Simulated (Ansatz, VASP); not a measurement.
**One calculation of Ge, two programs**

INCAR

```
  PREC = Accurate
  ENCUT = 520
  EDIFF = 1E-6
  ISMEAR = 0
  SIGMA = 0.05
  LREAL = False
  LASPH = True
  NELM = 80
  ALGO = Normal
  ISIF = 2
  LWAVE = False
  LCHARG = False
  GGA = PE
  NBANDS = 21
```

KPOINTS

```
regular mesh
0
Gamma
  6 6 6
```

Contents of POSCAR:

```
Ge
1.0
    0.0000000000      2.8300000000      2.8300000000
    2.8300000000      0.0000000000      2.8300000000
    2.8300000000      2.8300000000      0.0000000000
Ge
2
Direct
    0.5000000000      0.5000000000      0.5000000000
    0.7500000000      0.7500000000      0.7500000000
```

Input for Ansatz:

```yaml
crystal:
  lattice:
    - [0.0, 2.83, 2.83]
    - [2.83, 0.0, 2.83]
    - [2.83, 2.83, 0.0]
  atoms:
    - { symbol: Ge, position: [0.5, 0.5, 0.5] }
    - { symbol: Ge, position: [0.75, 0.75, 0.75] }
basis:
  ecutwfc: 420
  ecutrho_ratio: 4
kpoints:
  mp_grid: { grid: [6, 6, 6] }
hamiltonian:
  xc: pbe
scf:
  occupations: { method: gaussian, width: 0.05 }
output:
  forces: true
  stress: true
  eigenvalues: true
```

Alike in both runs: task single point; functional PBE; k mesh 6 × 6 × 6; occupations gaussian, width 0.05 eV; no spin polarisation.

|  | VASP | Ansatz |
| --- | --- | --- |
| version | VASP 6.6.1 | Ansatz 0.2.0 |
| potentials or method | VASP PAW PBE potentials, release 64 (Ge_d), cutoff 520 eV | scalar-relativistic, plane waves, PAW |
| valence electrons in the cell | 28 | 28 |

VASP gave:

```
pressure (GPa) : 3.5
```

Task: What did Ansatz give for the same quantities?

Result: Pressure (GPa): 3.6.
